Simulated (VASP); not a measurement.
Set up this calculation in VASP 6.6.1, as the native input.

```
Task                   : single point
Functional             : r2SCAN
Potentials or basis    : VASP PAW PBE potentials, release 64 (I)
Cutoff                 : 520 eV
k mesh                 : 14 × 14 × 14
Occupations            : gaussian, width 0.1 eV
Spin                   : no spin polarisation
Dipole correction      : no
Further INCAR settings : ALGO = Normal; EDIFF = 1e-06; NBANDS = 10
```

The system is I.

```
I
1.0
     0.00000    2.29206    4.14424
     2.28865    0.00000    4.14424
     2.28865    2.29206    0.00000
I
1
Direct
  0.00000 0.00000 0.00000
```

This cell differs from its parent crystal: volume scaled by 1.06, then relaxed in part.

One way to write it, as run:

POSCAR

```
I
1.0
    0.0000000000      2.2920622307      4.1442394147
    2.2886549006      0.0000000000      4.1442394147
    2.2886549006      2.2920622307      0.0000000000
I
1
Direct
    0.0000000000      0.0000000000      0.0000000000
```

INCAR.step1

```
  PREC = Accurate
  ENCUT = 520
  ISMEAR = 0
  SIGMA = 0.1
  LREAL = F
  LASPH = T
  NELM = 100
  NBANDS = 10
  GGA = PE
  ALGO = Normal
  EDIFF = 1E-4
  LWAVE = T
  LCHARG = F
```

INCAR.step2

```
  PREC = Accurate
  ENCUT = 520
  EDIFF = 1E-6
  ISMEAR = 0
  SIGMA = 0.1
  LREAL = F
  LASPH = T
  NELM = 100
  ALGO = Normal
  ISIF = 2
  LWAVE = F
  LCHARG = F
  METAGGA = R2SCAN
  LMIXTAU = T
  NBANDS = 10
  ISTART = 1
```

KPOINTS

```
regular mesh
0
Gamma
  14 14 14
```

Potentials or basis: VASP PAW PBE potentials, release 64 (I).

Run with:

```console
$ cat potpaw_PBE.64/I/POTCAR > POTCAR
$ cp INCAR.step1 INCAR
$ mpirun -np 1 vasp_std > vasp.out
$ cp INCAR.step2 INCAR
$ mpirun -np 1 vasp_std > vasp.out
```

Results of the run:

- Pressure: -0.5 GPa

Caveat: the PAW data sets were made with another functional, which shifts forces and pressure a little; an odd number of electrons without spin polarisation forces a metal; a magnetic or distorted state may lie lower.

Wall time 3.6 min on 1 thread of Intel(R) Xeon(R) 6975P-C (Granite Rapids), on a shared host, peak memory 0.31 GiB.
